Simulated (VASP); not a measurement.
Crystal: BiTe.

```
Bi Te
1.0
     2.40645    1.38936    3.29503
    -2.40645    1.38936    3.29503
     0.00000   -2.77873    3.29503
Bi Te
1 1
Direct
  0.50000 0.50000 0.50000
  0.00000 0.00000 0.00000
```

Base run:

* Program: VASP 6.6.1
* Functional: r2SCAN
* Potentials or basis: VASP PAW PBE potentials, release 64 (Bi_d, Te)
* Cutoff: 520 eV
* k mesh: 7 × 7 × 7
* Occupations: fermi-dirac, width 0.05 eV
* Spin: no spin polarisation

Its results: pressure 0.4 GPa.

Question: The run is repeated on the same cell with these changes: functional from r2SCAN to PBE. What comes out?

Answer: Pressure 1.1 GPa.

Caveats: the PAW data sets were made with another functional, which shifts forces and pressure a little (some runs).
